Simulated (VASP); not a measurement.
# Pd (P6_3/mmc) in VASP: a series of runs, part 2 of 2

VASP 6.6.1.

## 5. Single point, PBE

This run uses another cell than the first one, of the same volume but with other edges.

INCAR reads:

```
SYSTEM = Pd
PREC = Accurate
ENCUT = 520
EDIFF = 1E-6
ISMEAR = 0
SIGMA = 0.15
LREAL = .False.
LASPH = .True.
NELM = 100
ALGO = Fast
ISIF = 2
LWAVE = .False.
LCHARG = .False.
GGA = PE
NBANDS = 28
```

KPOINTS reads:

```
Automatic mesh
0
Gamma
  24 24 6
  0 0 0
```

POSCAR reads:

```
Pd
1.0
    2.6927881426      0.0000000000      0.0000000000
   -1.3463940713      2.3320229385      0.0000000000
    0.0000000000      0.0000000000      9.7808376764
Pd
4
Direct
    0.0000000000      0.0000000000      0.0000000000
    0.3333333333      0.6666666667      0.2500000000
    0.0000000000      0.0000000000      0.5000000000
    0.6666666667      0.3333333333      0.7500000000
```

Potentials or basis: VASP PAW PBE potentials, release 64 (Pd).

Command:

```console
> cat potpaw_PBE.64/Pd/POTCAR > POTCAR
> mpirun -np 1 vasp_std > vasp.out
```

OUTCAR:

```text
SYSTEM = Pd
   PREC = Accurate
   ENCUT = 520
   EDIFF = 1E-6
   ISMEAR = 0
   LREAL = .False.
   LASPH = .True.
   NELM = 100
   ISIF = 2
   GGA = PE

 ion  position               nearest neighbor table
   1  0.000  0.000  0.000-   2 2.90   4 2.90   2 2.90   4 2.90   4 2.90   2 2.90
   2  0.333  0.667  0.250-   1 2.90   3 2.90   1 2.90   3 2.90   1 2.90   3 2.90
   3  0.000  0.000  0.500-   2 2.90   4 2.90   2 2.90   4 2.90   4 2.90   2 2.90
   4  0.667  0.333  0.750-   1 2.90   3 2.90   1 2.90   3 2.90   1 2.90   3 2.90

  LATTYP: Found a hexagonal cell.
 ALAT       =     2.6927881426
 C/A-ratio  =     3.6322343825

  Lattice vectors:

 A1 = (   2.6927881426,   0.0000000000,   0.0000000000)
 A2 = (  -1.3463940713,   2.3320229385,   0.0000000000)
 A3 = (   0.0000000000,   0.0000000000,   9.7808376764)

Analysis of symmetry for initial positions (statically):
=====================================================================
 Subroutine PRICEL returns:
 Original cell was already a primitive cell.

 Routine SETGRP: Setting up the symmetry group for a
 hexagonal supercell.

 Subroutine GETGRP returns: Found 24 space group operations
 (whereof 12 operations were pure point group operations)
 out of a pool of 24 trial point group operations.

The static configuration has the point symmetry D_3d.
 The point group associated with its full space group is D_6h.

Analysis of symmetry for dynamics (positions and initial velocities):
=====================================================================
 Subroutine PRICEL returns:
 Original cell was already a primitive cell.

 Routine SETGRP: Setting up the symmetry group for a
 hexagonal supercell.

 Subroutine GETGRP returns: Found 24 space group operations
 (whereof 12 operations were pure point group operations)
 out of a pool of 24 trial point group operations.

The dynamic configuration has the point symmetry D_3d.
 The point group associated with its full space group is D_6h.

 Subroutine INISYM returns: Found 24 space group operations
 (whereof 12 operations are pure point group operations),
 and found     1 'primitive' translations

----------------------------------------------------------------------------------------

                                     Primitive cell

  volume of cell :      61.4202

  direct lattice vectors                    reciprocal lattice vectors
     2.692788143  0.000000000  0.000000000     0.371362301  0.214406124  0.000000000
    -1.346394071  2.332022939  0.000000000     0.000000000  0.428812249  0.000000000
     0.000000000  0.000000000  9.780837676     0.000000000  0.000000000  0.102240732

  length of vectors
     2.692788143  2.692788143  9.780837676     0.428812249  0.428812249  0.102240732

  position of ions in fractional coordinates (direct lattice)
     0.000000000  0.000000000  0.000000000
     0.333333333  0.666666667  0.250000000
     0.000000000  0.000000000  0.500000000
     0.666666667  0.333333333  0.750000000

  ion indices of the primitive-cell ions
   primitive index   ion index
                 1           1
                 2           2
                 3           3
                 4           4

----------------------------------------------------------------------------------------

 KPOINTS: Automatic mesh

Automatic generation of k-mesh.
[... 25 lines left out ...]
  0.083333 -0.000000  0.000000      6.000000
  0.125000 -0.000000  0.000000      6.000000
  0.166667 -0.000000  0.000000      6.000000
  0.208333  0.000000  0.000000      6.000000
[... 16 lines left out ...]
  0.416667  0.041667  0.000000     12.000000
  0.458333  0.041667  0.000000     12.000000
 [... further k-points ...]
   k-points           NKPTS =    244   k-points in BZ     NKDIM =    244   number of bands    NBANDS=     28
   number of dos      NEDOS =    301   number of ions     NIONS =      4
   total plane-waves  NPLWV =  32000
   dimension x,y,z NGX =    20 NGY =   20 NGZ =   80
   dimension x,y,z NGXF=    40 NGYF=   40 NGZF=  160
   ions per type =               4
   NGX,Y,Z   is equivalent  to a cutoff of  12.35, 12.35, 13.60 a.u.
   NGXF,Y,Z  is equivalent  to a cutoff of  24.69, 24.69, 27.20 a.u.
 SYSTEM =  Pd
   PREC   = accura    normal or accurate (medium, high low for compatibility)
   ISTART =      0    job   : 0-new  1-cont  2-samecut
   ICHARG =      2    charge: 1-file 2-atom 10-const
   ISPIN  =      1    spin polarized calculation?
   LNONCOLLINEAR =      F non collinear calculations
   LSORBIT =      F    spin-orbit coupling
   LASPH  =      T    aspherical Exc in radial PAW
   ENCUT  =  520.0 eV  38.22 Ry    6.18 a.u.   5.01  5.01 18.19*2*pi/ulx,y,z
   NELM   =    100;   NELMIN=  2; NELMDL= -5     # of ELM steps
   EDIFF  = 0.1E-05   stopping-criterion for ELM
   LREAL  =      F    real-space projection
   EDIFFG = 0.1E-04   stopping-criterion for IOM
   NSW    =      0    number of steps for IOM
   IBRION =     -1    ionic relax: 0-MD 1-quasi-New 2-CG
   NFREE  =      0    steps in history (QN), initial steepest desc. (CG)
   ISIF   =      2    stress and relaxation
   ISYM   =      2    0-nonsym 1-usesym 2-fastsym
   POTIM  = 0.5000    time-step for ionic-motion
   TEBEG  =    0.0;   TEEND  =   0.0 temperature during run
   PSTRESS=    0.0 pullay stress
   NELECT =      40.0000    total number of electrons
   NUPDOWN=      -1.0000    fix difference up-down
   EMIN   =  10.00;   EMAX   =-10.00  energy-range for DOS
   EFERMI =   0.00;   METHOD = LEGACY
   ISMEAR =     0;   SIGMA  =   0.15  broadening in eV -4-tet -1-fermi 0-gaus
   EFERMI_NEDOS =   21; number of points for ismear=-14 and -15
   IALGO  =     68    algorithm
   IMIX   =      4    mixing-type and parameters
     AMIX     =   0.40;   BMIX     =  1.00
     AMIX_MAG =   1.60;   BMIX_MAG =  1.00
  volume/ion in A,a.u.               =      15.36       103.62
  Fermi-wavevector in a.u.,A,eV,Ry     =   1.419029  2.681575 27.397264  2.013642
  Thomas-Fermi vector in A             =   2.540092
   LORBIT       =      0    0 simple, 1 ext, 2 COOP (PROOUT), +10 PAW based schemes
   GGA     = PE    functional components
   LHFCALC =     F    Hartree Fock is set to
   AEXX    =    0.0000 exact exchange contribution
   IVDW    =     0    specifies the selected vdW correction
   LEPSILON=     F    determine dielectric tensor
   LRPA    =     F    only Hartree local field effects (RPA)
 non-spin polarized calculation
 RMM-DIIS sequential band-by-band and
 Gauss-broadening in eV      SIGMA  =   0.15
  energy-cutoff  :      520.00
  volume of cell :       61.42
 maximum number of plane-waves:      1692
 NGX is ok and might be reduce to    20

 number of electron      40.0000010 magnetization

 Free energy of the ion-electron system (eV)
  ---------------------------------------------------
  ext. energy  EPLUGINS =         0.00000000
  ---------------------------------------------------
  free energy    TOTEN  =       -20.69000941 eV

  energy without entropy =      -20.60160043  energy(sigma->0) =      -20.64580492

 E-fermi :   9.1426     XC(G=0): -12.9234

 val. band max:        9.1415131794   @ k =   0.4167   0.0417   0.3333
 cond. band min:       9.1432161808   @ k =   0.2917   0.1667   0.0000
 fundamental gap:      0.0017030014
 Fermi energy:         9.1425673388

 k-point     1 :       0.0000    0.0000    0.0000
  band No.  band energies     occupation
      1       2.2897      2.00000
      2       3.6237      2.00000
      3       3.6274      2.00000
      4       3.9835      2.00000
      5       5.8870      2.00000
      6       6.1744      2.00000
[... 733 lines left out ...]
     27      18.9137      0.00000
     28      19.1447      0.00000

 [... further k-points ...]

------------------------ aborting loop because EDIFF is reached ----------------------------------------

  FORCE on cell =-STRESS in cart. coord.  units (eV):
  Direction    XX          YY          ZZ          XY          YZ          ZX
  --------------------------------------------------------------------------------------
  -------------------------------------------------------------------------------------
  Total        2.5780215      2.5780215     -3.1418673     -0.0000000      0.0000000      0.0000000
  in kB       67.2490359     67.2490359    -81.9572489     -0.0000000      0.0000000      0.0000000
  external PRESSURE =      17.5136076 kB  Pullay stress =       0.0000000 kB

 VOLUME and BASIS-vectors are now :
 -----------------------------------------------------------------------------
  energy-cutoff  :      520.00
  volume of cell :       61.42
      direct lattice vectors                 reciprocal lattice vectors
     2.692788143  0.000000000  0.000000000     0.371362301  0.214406124  0.000000000
    -1.346394071  2.332022939  0.000000000     0.000000000  0.428812249  0.000000000
     0.000000000  0.000000000  9.780837676     0.000000000  0.000000000  0.102240732

 POSITION                                       TOTAL-FORCE (eV/Angst)
 -----------------------------------------------------------------------------------
      0.00000      0.00000      0.00000         0.000000      0.000000      0.000000
     -0.00000      1.55468      2.44521        -0.000000      0.000000      0.000000
      0.00000      0.00000      4.89042         0.000000      0.000000      0.000000
      1.34639      0.77734      7.33563         0.000000     -0.000000      0.000000
 -----------------------------------------------------------------------------------
    total drift:                                0.000000     -0.000000      0.000000

  FREE ENERGIE OF THE ION-ELECTRON SYSTEM (eV)
  ---------------------------------------------------
  free  energy   TOTEN  =       -20.6900094145 eV

  energy  without entropy=      -20.6016004253  energy(sigma->0) =      -20.64580492
```

It took 6.8 min on 1 thread of Intel Xeon Platinum 8375C at 2.90GHz (Ice Lake), shared host; peak memory 0.41 GiB.

What came out:

* Free energy: -20.6900 eV
* Pressure: 1.8 GPa
* Band gap on the k mesh: zero (bands 20 and 21 overlap by 0.97 eV)

Stress tensor (GPa, compression positive):
```
 6.72  0.00  0.00
 0.00  6.72  0.00
 0.00  0.00 -8.20
```

Levels at points of the mesh, in eV from the Fermi level:
| k point | band 17 | band 18 | band 19 | band 20 | band 21 | band 22 | band 23 | band 24 |
| --- | --- | --- | --- | --- | --- | --- | --- | --- |
| (0.00, 0.00, 0.00) | -1.10 | -0.72 | -0.72 | -0.59 | -0.59 | -0.17 | -0.17 | 0.28 |
| (0.50, 0.00, 0.00) | 0.26 | 0.30 | 0.31 | 0.36 | 1.75 | 2.57 | 3.80 | 4.31 |
| (0.00, 0.00, 0.50) | -0.97 | -0.97 | -0.97 | -0.97 | -0.32 | -0.32 | -0.32 | -0.32 |
| (0.50, 0.00, 0.50) | 0.27 | 0.27 | 0.34 | 0.34 | 2.60 | 2.60 | 3.92 | 3.92 |

## 6. Overview

```csv
cell,further INCAR settings,gap on the mesh (eV),pressure (GPa)
"a = 2.934, b = 2.934, c = 8.236 Å, angles 90.0, 90.0, 120.0°, 4 atoms",ALGO = Fast; EDIFF = 1e-06; NBANDS = 28,none,3.7
"a = 2.616, b = 2.616, c = 10.365 Å, angles 90.0, 90.0, 120.0°, 4 atoms",ALGO = Fast; EDIFF = 1e-06; NBANDS = 28,none,7.3
"a = 2.858, b = 2.858, c = 8.682 Å, angles 90.0, 90.0, 120.0°, 4 atoms",ALGO = Fast; EDIFF = 1e-07; NBANDS = 28,none,0.8
"a = 2.693, b = 2.693, c = 9.781 Å, angles 90.0, 90.0, 120.0°, 4 atoms",ALGO = Fast; EDIFF = 1e-06; NBANDS = 28,none,1.8
```

Alike in all rows: task single point; level PBE; potentials or basis VASP PAW PBE potentials, release 64 (Pd); no spin polarisation; k mesh 24 × 24 × 6; cutoff (eV) 520; smearing gaussian 0.15 eV.

Caveats: the cell stands under pressure (at least some runs).

Absolute energies hang on the potentials; compare differences alone.
